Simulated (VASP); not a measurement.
# Li3Tm (Pm-3m) in VASP: notebook, part 3 of 3

VASP 6.6.1. The steps go on from the part before.

### Step 6. Relaxation of cell and atoms, PBE

This run uses another cell than the first one, of 23.47 Å³/atom.

Input file INCAR:

```
PREC     = Accurate       # precision mode
ENCUT    = 750            # plane-wave cutoff, eV
EDIFF    = 1E-7           # SCF threshold, eV
ISMEAR   = 0              # smearing method
SIGMA    = 0.1            # smearing width, eV
LREAL    = False          # projectors in reciprocal space
LASPH    = True           # aspherical terms in the spheres
NELM     = 200            # most SCF steps
ALGO     = Normal         # electronic algorithm
ISIF     = 3              # what is computed and relaxed
LWAVE    = False          # write WAVECAR
LCHARG   = False          # write CHGCAR
GGA      = PE             # functional
IBRION   = 2              # ionic algorithm
NSW      = 100            # ionic steps
EDIFFG   = -0.01          # ionic threshold
GGA_COMPAT= False        
NELMIN   = 4            
LMAXMIX  = 6              # l up to which the mixer works
```

Input file KPOINTS:

```
Automatic mesh
0
Gamma
  10 10 10
```

Input file POSCAR:

```
Li3Tm
1.0
    4.5447974661      0.0000000000      0.0000000000
    0.0000000000      4.5447974661      0.0000000000
    0.0000000000      0.0000000000      4.5447974661
Li Tm
3 1
Direct
    0.5000000000      0.0000000000      0.5000000000
    0.0000000000      0.5000000000      0.5000000000
    0.5000000000      0.5000000000      0.0000000000
    0.0000000000      0.0000000000      0.0000000000
```

Potentials or basis: VASP PAW PBE potentials, release 64 (Li_sv, Tm_3), 4f in core.

Started as:

```sh
$ cat potpaw_PBE.64/Li_sv/POTCAR potpaw_PBE.64/Tm_3/POTCAR > POTCAR
$ mpirun -np 1 vasp_std > vasp.out
```

OUTCAR:

```text
PREC = Accurate
   ENCUT = 750
   EDIFF = 1E-7
   ISMEAR = 0
   LREAL = False
   LASPH = True
   NELM = 200
   ISIF = 3
   GGA = PE
   IBRION = 2
   NSW = 100
   EDIFFG = -0.01
   NELMIN = 4

 ion  position               nearest neighbor table
   1  0.500  0.000  0.500-
   2  0.000  0.500  0.500-
   3  0.500  0.500  0.000-
   4  0.000  0.000  0.000-

  LATTYP: Found a simple cubic cell.
 ALAT       =     4.5447974661

  Lattice vectors:

 A1 = (   4.5447974661,   0.0000000000,   0.0000000000)
 A2 = (   0.0000000000,   4.5447974661,   0.0000000000)
 A3 = (   0.0000000000,   0.0000000000,   4.5447974661)

[... 272 lines left out ...]

 k-point     1 :       0.0000    0.0000    0.0000
  band No.  band energies     occupation
      1     -44.8716      2.00000
      2     -44.8616      2.00000
      3     -44.8616      2.00000
      4     -25.2077      2.00000
      5     -25.2077      2.00000
      6     -25.2077      2.00000
      7      -3.0746      2.00000
      8       1.3454      0.05780
      9       1.3454      0.05780
     10       2.8145      0.00000
     11       2.8145      0.00000
     12       2.8145      0.00000
     13       3.5027      0.00000
[... 354 lines left out ...]
  band No.  band energies     occupation
      1     -44.8695      2.00000
      2     -44.8633      2.00000
      3     -44.8618      2.00000
      4     -25.2169      2.00000
      5     -25.2082      2.00000
      6     -25.2081      2.00000
      7      -2.3608      2.00000
      8       0.2500      2.00000
      9       1.2214      0.88621
     10       1.7718      0.00000
     11       2.0435      0.00000
     12       3.0577      0.00000
     13       3.4413      0.00000

 [... further k-points ...]

------------------------ aborting loop because EDIFF is reached ----------------------------------------

  FORCE on cell =-STRESS in cart. coord.  units (eV):
  Direction    XX          YY          ZZ          XY          YZ          ZX
  --------------------------------------------------------------------------------------
  -------------------------------------------------------------------------------------
  Total        0.0238120      0.0238120      0.0238120     -0.0000000     -0.0000000     -0.0000000
  in kB        0.4025667      0.4025667      0.4025667     -0.0000000     -0.0000000     -0.0000000
  external PRESSURE =       0.4025667 kB  Pullay stress =       0.0000000 kB
[... 19 lines left out ...]
  FREE ENERGIE OF THE ION-ELECTRON SYSTEM (eV)
  ---------------------------------------------------
  free  energy   TOTEN  =        -9.1692801448 eV

  energy  without entropy=       -9.1369448408  energy(sigma->0) =       -9.15311249

 reached required accuracy - stopping structural energy minimisation
```

OSZICAR:

```text
N       E                     dE             d eps       ncg     rms          rms(c)
DAV:   1     0.733531001773E+02    0.73353E+02   -0.10273E+04  1456   0.169E+03
DAV:   2     0.607864003372E+01   -0.67274E+02   -0.66160E+02  1486   0.409E+02
DAV:   3    -0.751460324337E+01   -0.13593E+02   -0.13342E+02  2887   0.734E+01
[... 27 lines left out ...]
DAV:   4    -0.916927938539E+01    0.16709E-04   -0.41479E-05  2342   0.437E-02    0.143E-02
DAV:   5    -0.916927877972E+01    0.60567E-06   -0.19419E-05  2471   0.251E-02    0.465E-03
DAV:   6    -0.916927976440E+01   -0.98468E-06   -0.21158E-06  2445   0.987E-03    0.189E-03
DAV:   7    -0.916928006307E+01   -0.29867E-06   -0.23352E-07  1624   0.270E-03    0.433E-04
DAV:   8    -0.916928014477E+01   -0.81708E-07   -0.17729E-08   878   0.138E-03
   3 F= -.91692801E+01 E0= -.91531125E+01  d E =-.820713E-03
```

CONTCAR:

```text
Li3Tm
   1.00000000000000
     4.5592097171277572    0.0000000000000000   -0.0000000000000000
     0.0000000000000000    4.5592097171277572    0.0000000000000000
    -0.0000000000000000    0.0000000000000000    4.5592097171277572
  Li              Tm
     3     1
Direct
     0.5000000000000000    0.0000000000000000    0.5000000000000000
     0.0000000000000000    0.5000000000000000    0.5000000000000000
     0.5000000000000000    0.5000000000000000    0.0000000000000000
     0.0000000000000000    0.0000000000000000    0.0000000000000000

  0.00000000E+00  0.00000000E+00  0.00000000E+00
  0.00000000E+00  0.00000000E+00  0.00000000E+00
  0.00000000E+00  0.00000000E+00  0.00000000E+00
  0.00000000E+00  0.00000000E+00  0.00000000E+00
```

It took 2.4 min on 1 thread of AMD EPYC 9R45 (Zen 5), shared host; peak memory 0.31 GiB.

What came out:

```
Free energy                           : -9.1693 eV
Relaxed volume                        : 23.69 Å³/atom
Relaxed cell                          : a = 4.559 Å, b = 4.559 Å, c = 4.559 Å, α = 90.00°, β = 90.00°, γ = 90.00°
Space group after relaxing (to 0.1 Å) : Pm-3m (No. 221)
Energy gained by relaxing             : 0.2 meV/atom
Ionic steps                           : 3
Pressure after relaxing               : 0.0 GPa
Band gap on the k mesh                : zero (bands 9 and 10 overlap by 0.61 eV)
```

Step by step:
```csv
step,energy change (eV),largest force (eV/Å),pressure (GPa),volume (Å³)
1,0.0000,0.0000,0.25,93.87
2,-0.0006,0.0000,0.13,94.38
3,-0.0008,0.0000,0.04,94.77
```

Final structure:
```cif
data_structure
_symmetry_space_group_name_H-M 'P 1'
_symmetry_Int_Tables_number 1
_cell_length_a 4.5592
_cell_length_b 4.5592
_cell_length_c 4.5592
_cell_angle_alpha 90.000
_cell_angle_beta 90.000
_cell_angle_gamma 90.000
_cell_volume 94.77
loop_
_atom_site_label
_atom_site_type_symbol
_atom_site_fract_x
_atom_site_fract_y
_atom_site_fract_z
_atom_site_occupancy
Li1 Li 0.50000 0.00000 0.50000 1
Li2 Li 0.00000 0.50000 0.50000 1
Li3 Li 0.50000 0.50000 0.00000 1
Tm1 Tm 0.00000 0.00000 0.00000 1
```

Caveat: spin-orbit coupling is left out, which moves the levels of the heavy elements; the 4f electrons are frozen in the core, so they carry no moment and show no levels. Spin polarisation is off, so any magnetic state and its effect on volume and gap are missing.

### Step 7. The runs side by side

```csv
task,cell,k mesh,gap on the mesh (eV),pressure (GPa),relaxed volume (Å³/atom)
single point,"a = 4.135 Å, 4 atoms",4 × 4 × 4,none,10.2,-
single point,"a = 4.545 Å, 4 atoms",4 × 4 × 4,none,0.2,-
relaxation of cell and atoms,"relaxed from a = 4.135 Å, 4 atoms",4 × 4 × 4,none,0.0,23.65
single point,"a = 4.560 Å, 4 atoms",10 × 10 × 10,none,0.0,-
relaxation of cell and atoms,"relaxed from a = 4.545 Å, 4 atoms",10 × 10 × 10,none,0.0,23.69
```

Alike in all rows: level PBE; potentials or basis VASP PAW PBE potentials, release 64 (Li_sv, Tm_3), 4f in core; no spin polarisation; cutoff (eV) 750; smearing gaussian 0.1 eV.

Caveats: some runs use coarse meshes; spin-orbit coupling is left out, which moves the levels of the heavy elements; the 4f electrons are frozen in the core, so they carry no moment and show no levels; the volume moved by over 15 % at a fixed basis, so the end points are rough (at least some runs).

Absolute energies hang on the potentials; compare differences alone.
